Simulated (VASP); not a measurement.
# Rb (P6_3/mmc) in VASP: further runs

Runs on Rb. Level: PBEsol. Tasks: single point.

All numbers are computed with VASP 6.6.1; they aren't measurements. Logs are shortened: lines on timing, memory, paths and dates and some standing lists are left out, and cuts for length are marked.

## Step 1: The cell of the first run

The structure is hexagonal, space group P6_3/mmc (No. 194). The conventional cell has a = 4.421 Å, b = 4.421 Å, c = 7.159 Å, α = 90.00°, β = 90.00°, γ = 120.00°. Rb (site symmetry -6m2) has 12 Rb at 4.40 to 4.42 Å within 5.8 Å.

This isn't the form of Rb at room conditions, which is bcc.

## Step 2: Single point, PBEsol

File INCAR:

```
ALGO = Normal ; EDIFF = 1E-6
ENCUT = 520 ; GGA = PS
ISIF = 2 ; ISMEAR = -1
LASPH = T ; LCHARG = F
LREAL = F ; LWAVE = F
NBANDS = 16 ; NELM = 80
PREC = Accurate ; SIGMA = 0.05
```

File KPOINTS:

```
k-points
0
Gamma
  10 10 6
```

File POSCAR:

```
Rb
1.0
    4.4207880885      0.0000000000      0.0000000000
   -2.2103940443      3.8285147894      0.0000000000
    0.0000000000      0.0000000000      7.1590420118
Rb
2
Direct
    0.3333333333      0.6666666667      0.2500000000
    0.6666666667      0.3333333333      0.7500000000
```

Potentials or basis: VASP PAW PBE potentials, release 64 (Rb_sv).

On the command line:

```bash
$ cat potpaw_PBE.64/Rb_sv/POTCAR > POTCAR
$ mpirun -np 1 vasp_std > vasp.out
```

OUTCAR:

```text
EDIFF = 1E-6
   ENCUT = 520
   GGA = PS
   ISIF = 2
   ISMEAR = -1
   LASPH = T
   LREAL = F
   NELM = 80
   PREC = Accurate

 ion  position               nearest neighbor table
   1  0.333  0.667  0.250-   2 4.40   2 4.40   2 4.40   2 4.40   2 4.40   2 4.40
   2  0.667  0.333  0.750-   1 4.40   1 4.40   1 4.40   1 4.40   1 4.40   1 4.40

  LATTYP: Found a hexagonal cell.
 ALAT       =     4.4207880885
 C/A-ratio  =     1.6194040222

  Lattice vectors:

 A1 = (   4.4207880885,   0.0000000000,   0.0000000000)
 A2 = (  -2.2103940443,   3.8285147894,   0.0000000000)
 A3 = (   0.0000000000,   0.0000000000,   7.1590420118)

Analysis of symmetry for initial positions (statically):
=====================================================================
 Subroutine PRICEL returns:
 Original cell was already a primitive cell.

 Routine SETGRP: Setting up the symmetry group for a
 hexagonal supercell.

 Subroutine GETGRP returns: Found 24 space group operations
 (whereof 12 operations were pure point group operations)
 out of a pool of 24 trial point group operations.

The static configuration has the point symmetry D_3d.
 The point group associated with its full space group is D_6h.

Analysis of symmetry for dynamics (positions and initial velocities):
=====================================================================
 Subroutine PRICEL returns:
 Original cell was already a primitive cell.

 Routine SETGRP: Setting up the symmetry group for a
 hexagonal supercell.

 Subroutine GETGRP returns: Found 24 space group operations
 (whereof 12 operations were pure point group operations)
 out of a pool of 24 trial point group operations.

The dynamic configuration has the point symmetry D_3d.
 The point group associated with its full space group is D_6h.

 Subroutine INISYM returns: Found 24 space group operations
 (whereof 12 operations are pure point group operations),
 and found     1 'primitive' translations

----------------------------------------------------------------------------------------

                                     Primitive cell

  volume of cell :     121.1672

  direct lattice vectors                    reciprocal lattice vectors
     4.420788089  0.000000000  0.000000000     0.226204012  0.130598947  0.000000000
    -2.210394044  3.828514789  0.000000000     0.000000000  0.261197894  0.000000000
     0.000000000  0.000000000  7.159042012     0.000000000  0.000000000  0.139683494

  length of vectors
     4.420788089  4.420788089  7.159042012     0.261197894  0.261197894  0.139683494

  position of ions in fractional coordinates (direct lattice)
     0.333333333  0.666666667  0.250000000
     0.666666667  0.333333333  0.750000000

  ion indices of the primitive-cell ions
   primitive index   ion index
                 1           1
                 2           2

----------------------------------------------------------------------------------------

 KPOINTS: k-points

Automatic generation of k-mesh.
 Grid dimensions read from file:
 generate k-points for:   10   10    6

 Generating k-lattice:

  Cartesian coordinates                     Fractional coordinates (reciprocal lattice)
     0.022620401  0.013059895  0.000000000     0.100000000  0.000000000  0.000000000
     0.000000000  0.026119789  0.000000000     0.000000000  0.100000000  0.000000000
     0.000000000  0.000000000  0.023280582     0.000000000  0.000000000  0.166666667

  Length of vectors
     0.026119789  0.026119789  0.023280582

  Shift w.r.t. Gamma in fractional coordinates (k-lattice)
     0.000000000  0.000000000  0.000000000

 Subroutine IBZKPT returns following result:
 ===========================================

 Found     56 irreducible k-points:

 Following reciprocal coordinates:
            Coordinates               Weight
  0.000000  0.000000  0.000000      1.000000
  0.100000  0.000000  0.000000      6.000000
  0.200000  0.000000  0.000000      6.000000
  0.300000  0.000000  0.000000      6.000000
  0.400000 -0.000000  0.000000      6.000000
  0.500000  0.000000  0.000000      3.000000
[... 16 lines left out ...]
  0.300000  0.100000  0.166667     24.000000
  0.400000  0.100000  0.166667     24.000000
 [... further k-points ...]
   k-points           NKPTS =     56   k-points in BZ     NKDIM =     56   number of bands    NBANDS=     16
   number of dos      NEDOS =    301   number of ions     NIONS =      2
   total plane-waves  NPLWV =  69984
   dimension x,y,z NGX =    36 NGY =   36 NGZ =   54
   dimension x,y,z NGXF=    72 NGYF=   72 NGZF=  108
   ions per type =               2
   NGX,Y,Z   is equivalent  to a cutoff of  13.54, 13.54, 12.54 a.u.
   NGXF,Y,Z  is equivalent  to a cutoff of  27.08, 27.08, 25.08 a.u.
 SYSTEM =  unknown system
   PREC   = accura    normal or accurate (medium, high low for compatibility)
   ISTART =      0    job   : 0-new  1-cont  2-samecut
   ICHARG =      2    charge: 1-file 2-atom 10-const
   ISPIN  =      1    spin polarized calculation?
   LNONCOLLINEAR =      F non collinear calculations
   LSORBIT =      F    spin-orbit coupling
   LASPH  =      T    aspherical Exc in radial PAW
   ENCUT  =  520.0 eV  38.22 Ry    6.18 a.u.   8.22  8.22 13.31*2*pi/ulx,y,z
   NELM   =     80;   NELMIN=  2; NELMDL= -5     # of ELM steps
   EDIFF  = 0.1E-05   stopping-criterion for ELM
   LREAL  =      F    real-space projection
   EDIFFG = 0.1E-04   stopping-criterion for IOM
   NSW    =      0    number of steps for IOM
   IBRION =     -1    ionic relax: 0-MD 1-quasi-New 2-CG
   NFREE  =      0    steps in history (QN), initial steepest desc. (CG)
   ISIF   =      2    stress and relaxation
   ISYM   =      2    0-nonsym 1-usesym 2-fastsym
   POTIM  = 0.5000    time-step for ionic-motion
   TEBEG  =    0.0;   TEEND  =   0.0 temperature during run
   PSTRESS=    0.0 pullay stress
   NELECT =      18.0000    total number of electrons
   NUPDOWN=      -1.0000    fix difference up-down
   EMIN   =  10.00;   EMAX   =-10.00  energy-range for DOS
   EFERMI =   0.00;   METHOD = LEGACY
   ISMEAR =    -1;   SIGMA  =   0.05  broadening in eV -4-tet -1-fermi 0-gaus
   EFERMI_NEDOS =   21; number of points for ismear=-14 and -15
   IALGO  =     38    algorithm
   IMIX   =      4    mixing-type and parameters
     AMIX     =   0.40;   BMIX     =  1.00
     AMIX_MAG =   1.60;   BMIX_MAG =  1.00
  volume/ion in A,a.u.               =      60.58       408.84
  Fermi-wavevector in a.u.,A,eV,Ry     =   0.867036  1.638461 10.228210  0.751752
  Thomas-Fermi vector in A             =   1.985512
   LORBIT       =      0    0 simple, 1 ext, 2 COOP (PROOUT), +10 PAW based schemes
   GGA     = PS    functional components
   LHFCALC =     F    Hartree Fock is set to
   AEXX    =    0.0000 exact exchange contribution
   IVDW    =     0    specifies the selected vdW correction
   LEPSILON=     F    determine dielectric tensor
   LRPA    =     F    only Hartree local field effects (RPA)
 non-spin polarized calculation
  energy-cutoff  :      520.00
  volume of cell :      121.17
 maximum number of plane-waves:      3297
 NGX is ok and might be reduce to    36
   NGX = 17   NGY = 17   NGZ = 27

 number of electron      18.0000001 magnetization

 Free energy of the ion-electron system (eV)
  ---------------------------------------------------
  ext. energy  EPLUGINS =         0.00000000
  ---------------------------------------------------
  free energy    TOTEN  =        -1.80947492 eV

  energy without entropy =       -1.79419013  energy(sigma->0) =       -1.80183253

 E-fermi :   1.0430     XC(G=0):  -6.6486

 val. band max:        1.0040672025   @ k =   0.3000   0.0000   0.3333
 cond. band min:       1.0438137392   @ k =   0.3000   0.2000   0.3333
 fundamental gap:      0.0397465367
 Fermi energy:         1.0430219467

 k-point     1 :       0.0000    0.0000    0.0000
  band No.  band energies     occupation
      1     -27.6866      2.00000
      2     -27.6601      2.00000
      3     -12.0089      2.00000
      4     -11.6899      2.00000
      5     -11.6899      2.00000
      6     -11.6421      2.00000
[... 8 lines left out ...]
     15       5.3476      0.00000
     16       5.3476      0.00000

 k-point     2 :       0.1000    0.0000    0.0000
  band No.  band energies     occupation
      1     -27.6844      2.00000
      2     -27.6591      2.00000
      3     -11.9969      2.00000
      4     -11.7163      2.00000
      5     -11.6982      2.00000
      6     -11.6698      2.00000
[... 8 lines left out ...]
     15       5.2317      0.00000
     16       5.4960      0.00000

 k-point     3 :       0.2000    0.0000    0.0000
  band No.  band energies     occupation
      1     -27.6787      2.00000
      2     -27.6567      2.00000
      3     -11.9636      2.00000
      4     -11.7860      2.00000
      5     -11.7394      2.00000
      6     -11.7190      2.00000
[... 8 lines left out ...]
     15       5.2946      0.00000
     16       5.3051      0.00000

 k-point     4 :       0.3000    0.0000    0.0000
  band No.  band energies     occupation
      1     -27.6712      2.00000
      2     -27.6541      2.00000
      3     -11.9161      2.00000
      4     -11.8725      2.00000
      5     -11.8200      2.00000
      6     -11.7435      2.00000
[... 8 lines left out ...]
     15       4.9502      0.00000
     16       5.8858      0.00000
[... 324 lines left out ...]
 k-point    22 :       0.2000    0.1000    0.1667
  band No.  band energies     occupation
      1     -27.6726      2.00000
      2     -27.6562      2.00000
      3     -11.9305      2.00000
      4     -11.8228      2.00000
      5     -11.8020      2.00000
      6     -11.7324      2.00000
[... 8 lines left out ...]
     15       4.8668      0.00000
     16       5.6452      0.00000

 k-point    23 :       0.3000    0.1000    0.1667
  band No.  band energies     occupation
      1     -27.6657      2.00000
      2     -27.6539      2.00000
      3     -11.9329      2.00000
      4     -11.8821      2.00000
      5     -11.8334      2.00000
      6     -11.7606      2.00000
[... 8 lines left out ...]
     15       4.5926      0.00000
     16       5.9660      0.00000

 k-point    24 :       0.4000    0.1000    0.1667
  band No.  band energies     occupation
      1     -27.6607      2.00000
      2     -27.6532      2.00000
      3     -11.9668      2.00000
      4     -11.9118      2.00000
      5     -11.8207      2.00000
      6     -11.7733      2.00000
[... 8 lines left out ...]
     15       4.5161      0.00000
     16       6.2365      0.00000

 [... further k-points ...]
[... 5 lines left out ...]
  --------------------------------------------------------------------------------------
  -------------------------------------------------------------------------------------
  Total        1.5291974      1.5291974      1.5124792     -0.0000000      0.0000000      0.0000000
  in kB       20.2203747     20.2203747     19.9993117     -0.0000000      0.0000000      0.0000000
  external PRESSURE =      20.1466870 kB  Pullay stress =       0.0000000 kB

 VOLUME and BASIS-vectors are now :
 -----------------------------------------------------------------------------
  energy-cutoff  :      520.00
  volume of cell :      121.17
      direct lattice vectors                 reciprocal lattice vectors
     4.420788089  0.000000000  0.000000000     0.226204012  0.130598947  0.000000000
    -2.210394044  3.828514789  0.000000000     0.000000000  0.261197894  0.000000000
     0.000000000  0.000000000  7.159042012     0.000000000  0.000000000  0.139683494

 POSITION                                       TOTAL-FORCE (eV/Angst)
 -----------------------------------------------------------------------------------
     -0.00000      2.55234      1.78976        -0.000000     -0.000000      0.000000
      2.21039      1.27617      5.36928         0.000000      0.000000      0.000000
 -----------------------------------------------------------------------------------
    total drift:                                0.000000     -0.000000      0.000000

  FREE ENERGIE OF THE ION-ELECTRON SYSTEM (eV)
  ---------------------------------------------------
  free  energy   TOTEN  =        -1.8094749227 eV

  energy  without entropy=       -1.7941901304  energy(sigma->0) =       -1.80183253
```

It took 2.3 min on 1 thread of Oxide Virtual Turin-like, shared host; peak memory 0.25 GiB.

What came out:

```yaml
Free_energy: -1.8095 eV
Pressure: 2.0 GPa
Band_gap_on_the_k_mesh: zero (bands 9 and 10 overlap by 2.42 eV)
```

Levels at points of the mesh, in eV from the Fermi level:
| k point | band 6 | band 7 | band 8 | band 9 | band 10 | band 11 | band 12 | band 13 |
| --- | --- | --- | --- | --- | --- | --- | --- | --- |
| (0.00, 0.00, 0.00) | -12.69 | -12.69 | -12.68 | -2.55 | 0.00 | 1.12 | 3.74 | 3.74 |
| (0.50, 0.00, 0.00) | -12.81 | -12.77 | -12.73 | 0.02 | 0.43 | 1.07 | 1.45 | 2.52 |
| (0.00, 0.00, 0.50) | -12.71 | -12.71 | -12.71 | -1.57 | -1.57 | 2.52 | 2.52 | 3.76 |
| (0.50, 0.00, 0.50) | -12.77 | -12.77 | -12.77 | 0.22 | 0.22 | 1.36 | 1.36 | 2.57 |

Caveat: the PAW data sets were made with another functional, which shifts forces and pressure a little.

## Step 3: Single point, PBEsol

File INCAR:

```
SYSTEM = Rb
PREC = Accurate
ENCUT = 520
EDIFF = 1E-6
ISMEAR = -1
SIGMA = 0.05
LREAL = .FALSE.
LASPH = .TRUE.
NELM = 100
ALGO = Normal
ISIF = 2
LWAVE = .FALSE.
LCHARG = .TRUE.
GGA = PS
LELF = .TRUE.
LVHAR = .TRUE.
NBANDS = 16
```

File KPOINTS:

```
regular mesh
0
G
  10 10 6
  0 0 0
```

POSCAR is that of step 2.

Potentials or basis: VASP PAW PBE potentials, release 64 (Rb_sv).

On the command line:

```bash
$ cat potpaw_PBE.64/Rb_sv/POTCAR > POTCAR
$ mpirun -np 1 vasp_std > vasp.out
```

Wall time 2.2 min (1 thread of Oxide Virtual Turin-like, shared host); peak memory 0.25 GiB.

The run converged. Its results:

```yaml
Free_energy: -1.8095 eV
Pressure: 2.0 GPa
Band_gap_on_the_k_mesh: zero (bands 9 and 10 overlap by 2.42 eV)
```

Levels at points of the mesh, in eV from the Fermi level:
| k point | band 6 | band 7 | band 8 | band 9 | band 10 | band 11 | band 12 | band 13 |
| --- | --- | --- | --- | --- | --- | --- | --- | --- |
| (0.00, 0.00, 0.00) | -12.69 | -12.69 | -12.68 | -2.55 | 0.00 | 1.12 | 3.74 | 3.74 |
| (0.50, 0.00, 0.00) | -12.81 | -12.77 | -12.73 | 0.02 | 0.43 | 1.07 | 1.45 | 2.52 |
| (0.00, 0.00, 0.50) | -12.71 | -12.71 | -12.71 | -1.57 | -1.57 | 2.52 | 2.52 | 3.76 |
| (0.50, 0.00, 0.50) | -12.77 | -12.77 | -12.77 | 0.22 | 0.22 | 1.36 | 1.36 | 2.57 |

Caveat: the PAW data sets were made with another functional, which shifts forces and pressure a little.

The gap in the log of VASP goes by the Fermi energy; the results here count the filled bands.